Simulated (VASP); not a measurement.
# CaO (P-6m2) in VASP: single point with PBE

Aim: the single point of CaO with PBE.

Program: VASP 6.6.1. These are calculated values, not measurements. Logs are shortened: lines on timing, memory, paths and dates and some standing lists are left out, and cuts for length are marked.

### Step 1. The cell of the first run

Symmetry: P-6m2, No. 187, hexagonal system. Conventional cell: a = 3.375 Å, b = 3.375 Å, c = 22.874 Å, α = 90.00°, β = 90.00°, γ = 120.00°. Ca (site symmetry 3m) has 6 O at 2.40 Å within 3.2 Å. Ca (site symmetry 3m) has 6 O at 2.43 Å within 3.2 Å. Ca (site symmetry -6m2) has 6 O at 2.43 Å within 3.2 Å. Ca (site symmetry 3m) has 6 O at 2.40 Å within 3.2 Å. Within 3.2 Å of Ca (site symmetry -6m2) lie 6 O at 2.43 Å. Within 3.2 Å of O (site symmetry 3m) lie 6 Ca at 2.40 to 2.43 Å and 1 O at 2.92 Å. Within 3.2 Å of O (site symmetry 3m) lie 6 Ca at 2.43 Å and 2 O at 2.92 Å. O (site symmetry 3m) has 6 Ca at 2.40 Å within 3.2 Å.

### Step 2. Single point, PBE

File INCAR:

```
SYSTEM = CaO
PREC = Accurate
ENCUT = 520
EDIFF = 1E-6
ISMEAR = 0
SIGMA = 0.02
LREAL = Auto
LASPH = .True.
NELM = 80
ALGO = Normal
ISIF = 2
LWAVE = .False.
LCHARG = .False.
GGA = PE
NBANDS = 78
```

File KPOINTS:

```
Automatic mesh
0
Gamma
  9 9 2
  0 0 0
```

File POSCAR:

```
CaO
1.0
    3.3751387113      0.0000000000      0.0000000000
   -1.6875693556      2.9229558653      0.0000000000
    0.0000000000      0.0000000000     22.8744560856
Ca O
8 8
Direct
    0.0000000000      0.0000000000     -0.0023742527
    0.3333333333      0.6666666667      0.1226336065
    0.0000000000      0.0000000000      0.2500000000
    0.3333333333      0.6666666667      0.3773663935
    0.0000000000      0.0000000000      0.5023742527
    0.6666666667      0.3333333333      0.6250585503
    0.3333333333      0.6666666667      0.7500000000
    0.6666666667      0.3333333333      0.8749414497
    0.6666666667      0.3333333333      0.0588400946
    0.6666666667      0.3333333333      0.1862777254
    0.6666666667      0.3333333333      0.3137222746
    0.6666666667      0.3333333333      0.4411599054
    0.3333333333      0.6666666667      0.5637160234
    0.0000000000      0.0000000000      0.6862801780
    0.0000000000      0.0000000000      0.8137198220
    0.3333333333      0.6666666667      0.9362839766
```

Potentials or basis: VASP PAW PBE potentials, release 64 (Ca_sv, O).

Started as:

```sh
$ cat potpaw_PBE.64/Ca_sv/POTCAR potpaw_PBE.64/O/POTCAR > POTCAR
$ mpirun -np 1 vasp_std > vasp.out
```

OUTCAR:

```text
SYSTEM = CaO
   PREC = Accurate
   ENCUT = 520
   EDIFF = 1E-6
   ISMEAR = 0
   LREAL = Auto
   LASPH = .True.
   NELM = 80
   ISIF = 2
   GGA = PE

 ion  position               nearest neighbor table
   1  0.000  0.000  0.998-   9 2.40   9 2.40   9 2.40  16 2.40  16 2.40  16 2.40
   2  0.333  0.667  0.123-  10 2.43  10 2.43  10 2.43   9 2.43   9 2.43   9 2.43
   3  0.000  0.000  0.250-  10 2.43  11 2.43  10 2.43  11 2.43  10 2.43  11 2.43
   4  0.333  0.667  0.377-  11 2.43  11 2.43  11 2.43  12 2.43  12 2.43  12 2.43
   5  0.000  0.000  0.502-  12 2.40  12 2.40  12 2.40  13 2.40  13 2.40  13 2.40
   6  0.667  0.333  0.625-  14 2.40  14 2.40  14 2.40  13 2.40  13 2.40  13 2.40
[... 8 lines left out ...]
  15  0.000  0.000  0.814-   8 2.40   8 2.40   8 2.40   7 2.43   7 2.43   7 2.43
  16  0.333  0.667  0.936-   1 2.40   1 2.40   1 2.40   8 2.40   8 2.40   8 2.40

  LATTYP: Found a hexagonal cell.
 ALAT       =     3.3751387113
 C/A-ratio  =     6.7773380718

  Lattice vectors:

 A1 = (   3.3751387113,   0.0000000000,   0.0000000000)
 A2 = (  -1.6875693556,   2.9229558653,   0.0000000000)
 A3 = (   0.0000000000,   0.0000000000,  22.8744560856)

Analysis of symmetry for initial positions (statically):
=====================================================================
 Subroutine PRICEL returns:
 Original cell was already a primitive cell.

 Routine SETGRP: Setting up the symmetry group for a
 hexagonal supercell.

 Subroutine GETGRP returns: Found 12 space group operations
 (whereof  6 operations were pure point group operations)
 out of a pool of 24 trial point group operations.

The static configuration has the point symmetry C_3v.
 The point group associated with its full space group is D_3h.

Analysis of symmetry for dynamics (positions and initial velocities):
=====================================================================
 Subroutine PRICEL returns:
 Original cell was already a primitive cell.

 Routine SETGRP: Setting up the symmetry group for a
 hexagonal supercell.

 Subroutine GETGRP returns: Found 12 space group operations
 (whereof  6 operations were pure point group operations)
 out of a pool of 24 trial point group operations.

The dynamic configuration has the point symmetry C_3v.
 The point group associated with its full space group is D_3h.

 Subroutine INISYM returns: Found 12 space group operations
 (whereof  6 operations are pure point group operations),
 and found     1 'primitive' translations

----------------------------------------------------------------------------------------

                                     Primitive cell

  volume of cell :     225.6652
[... 125 lines left out ...]
   TEBEG  =    0.0;   TEEND  =   0.0 temperature during run
   PSTRESS=    0.0 pullay stress
   NELECT =     128.0000    total number of electrons
   NUPDOWN=      -1.0000    fix difference up-down
   EMIN   =  10.00;   EMAX   =-10.00  energy-range for DOS
   EFERMI =   0.00;   METHOD = LEGACY
   ISMEAR =     0;   SIGMA  =   0.02  broadening in eV -4-tet -1-fermi 0-gaus
   EFERMI_NEDOS =   21; number of points for ismear=-14 and -15
   IALGO  =     38    algorithm
   IMIX   =      4    mixing-type and parameters
     AMIX     =   0.40;   BMIX     =  1.00
     AMIX_MAG =   1.60;   BMIX_MAG =  1.00
  volume/ion in A,a.u.               =      14.10        95.18
  Fermi-wavevector in a.u.,A,eV,Ry     =   1.355158  2.560877 24.986463  1.836453
  Thomas-Fermi vector in A             =   2.482269
   LORBIT       =      0    0 simple, 1 ext, 2 COOP (PROOUT), +10 PAW based schemes
   GGA     = PE    functional components
   LHFCALC =     F    Hartree Fock is set to
   AEXX    =    0.0000 exact exchange contribution
   IVDW    =     0    specifies the selected vdW correction
   LEPSILON=     F    determine dielectric tensor
   LRPA    =     F    only Hartree local field effects (RPA)
 non-spin polarized calculation
 Gauss-broadening in eV      SIGMA  =   0.02
  energy-cutoff  :      520.00
  volume of cell :      225.67
 maximum number of plane-waves:      6110
 NGX is ok and might be reduce to    28
   NGX = 13   NGY = 13   NGZ = 85

 number of electron     128.0000016 magnetization

 Free energy of the ion-electron system (eV)
  ---------------------------------------------------
  ext. energy  EPLUGINS =         0.00000000
  ---------------------------------------------------
  free energy    TOTEN  =      -101.36466106 eV

  energy without entropy =     -101.36466106  energy(sigma->0) =     -101.36466106

 E-fermi :   2.7650     XC(G=0): -10.3891

 val. band max:        2.5702863423   @ k =   0.0000   0.0000   0.0000
 cond. band min:       5.9741685391   @ k =   0.4444   0.0000   0.0000
 fundamental gap:      3.4038821968
 Fermi energy:         2.7650026182

 k-point     1 :       0.0000    0.0000    0.0000
  band No.  band energies     occupation
      1     -35.6924      2.00000
      2     -35.6517      2.00000
      3     -35.6358      2.00000
      4     -35.6252      2.00000
      5     -35.1857      2.00000
      6     -35.1846      2.00000
[... 1885 lines left out ...]
     75       9.0692      0.00000
     76       9.5943      0.00000
 [bands above 76 left out]

------------------------ aborting loop because EDIFF is reached ----------------------------------------

  FORCE on cell =-STRESS in cart. coord.  units (eV):
  Direction    XX          YY          ZZ          XY          YZ          ZX
  --------------------------------------------------------------------------------------
  -------------------------------------------------------------------------------------
  Total        0.7715554      0.7715554      0.8351015      0.0000000      0.0000000     -0.0000000
  in kB        5.4778865      5.4778865      5.9290510      0.0000000      0.0000000     -0.0000000
  external PRESSURE =       5.6282747 kB  Pullay stress =       0.0000000 kB

 VOLUME and BASIS-vectors are now :
 -----------------------------------------------------------------------------
  energy-cutoff  :      520.00
  volume of cell :      225.67
      direct lattice vectors                 reciprocal lattice vectors
     3.375138711  0.000000000  0.000000000     0.296284119  0.171059716  0.000000000
    -1.687569356  2.922955865  0.000000000     0.000000000  0.342119432  0.000000000
     0.000000000  0.000000000 22.874456086     0.000000000  0.000000000  0.043716886

 POSITION                                       TOTAL-FORCE (eV/Angst)
 -----------------------------------------------------------------------------------
      0.00000      0.00000     22.82015        -0.000000      0.000000      0.000337
     -0.00000      1.94864      2.80518         0.000000      0.000000      0.000293
      0.00000      0.00000      5.71861        -0.000000      0.000000     -0.000000
     -0.00000      1.94864      8.63205         0.000000      0.000000     -0.000293
      0.00000      0.00000     11.49154        -0.000000      0.000000     -0.000337
      1.68757      0.97432     14.29787         0.000000      0.000000      0.000716
[... 8 lines left out ...]
      0.00000      0.00000     18.61340        -0.000000      0.000000     -0.007030
     -0.00000      1.94864     21.41699         0.000000      0.000000      0.001454
 -----------------------------------------------------------------------------------
    total drift:                                0.000001     -0.000000      0.000000

  FREE ENERGIE OF THE ION-ELECTRON SYSTEM (eV)
  ---------------------------------------------------
  free  energy   TOTEN  =      -101.3646610620 eV

  energy  without entropy=     -101.3646610620  energy(sigma->0) =     -101.36466106
```

stdout:

```text
POSCAR found type information on POSCAR CaO
 POSCAR found :  2 types and      16 ions
 scaLAPACK will be used
 LDA part: xc-table for (Slater+PW92), standard interpolation
 POSCAR, INCAR and KPOINTS ok, starting setup
 FFT: planning ... GRIDC
 FFT: planning ... GRID_SOFT
 FFT: planning ... GRID
 WAVECAR not read
 entering main loop
```

Wall time 17 min (1 thread of Intel Xeon Platinum 8259CL at 2.50GHz (Skylake/Cascade Lake), shared host); peak memory 0.52 GiB.

What came out:

* Free energy: -101.3647 eV
* Pressure: 0.6 GPa
* Largest force: 0.007 eV/Å
* Band gap on the k mesh: 3.40 eV (least direct gap 3.69 eV)

Forces on the atoms (eV/Å):
```
Ca   0.000  0.000  0.000
Ca   0.000  0.000  0.000
Ca   0.000  0.000  0.000
Ca   0.000  0.000  0.000
Ca   0.000  0.000  0.000
Ca   0.000  0.000  0.001
Ca   0.000  0.000  0.000
Ca   0.000  0.000 -0.001
O    0.000  0.000  0.007
O    0.000  0.000  0.002
O    0.000  0.000 -0.002
O    0.000  0.000 -0.007
O    0.000  0.000 -0.001
O    0.000  0.000  0.007
O    0.000  0.000 -0.007
O    0.000  0.000  0.001
```

A k mesh can miss the band edges.
